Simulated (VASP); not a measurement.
The system is AlN.

```
Al N
1.0
     0.00000    2.03452    2.03452
     2.03452    0.00000    2.03452
     2.03452    2.03452    0.00000
Al N
1 1
Direct
  0.50000 0.50000 0.50000
  0.00000 0.00000 0.00000
```

```yaml
Program: VASP 6.6.1
Task: relaxation of cell and atoms
Functional: PBE
Dispersion: D4
Potentials_or_basis: VASP PAW PBE potentials, release 64 (Al, N)
Cutoff: 600 eV
k_mesh: 11 × 11 × 11
Occupations: fermi-dirac, width 0.05 eV
Spin: no spin polarisation
```

At the start: pressure -6.8 GPa; volume 8.42 Å³/atom.

Q: How do energy, volume and symmetry change on relaxing?

A: Over 3 steps the energy falls by 4.8 meV/atom and the volume is 8.20 Å³/atom (-2.7 %); space group Fm-3m (No. 225, to 0.05 Å).

Step by step:
| step | energy change (eV) | largest force (eV/Å) | pressure (GPa) | volume (Å³) |
| --- | --- | --- | --- | --- |
| 1 | 0.0000 | 0.0000 | -6.78 | 16.84 |
| 2 | -0.0010 | 0.0000 | 7.05 | 15.99 |
| 3 | -0.0097 | 0.0000 | -0.03 | 16.40 |

Final structure:
```cif
data_structure
_symmetry_space_group_name_H-M 'P 1'
_symmetry_Int_Tables_number 1
_cell_length_a 2.8516
_cell_length_b 2.8516
_cell_length_c 2.8516
_cell_angle_alpha 60.000
_cell_angle_beta 60.000
_cell_angle_gamma 60.000
_cell_volume 16.40
loop_
_atom_site_label
_atom_site_type_symbol
_atom_site_fract_x
_atom_site_fract_y
_atom_site_fract_z
_atom_site_occupancy
Al1 Al 0.50000 0.50000 0.50000 1
N1 N 0.00000 0.00000 0.00000 1
```
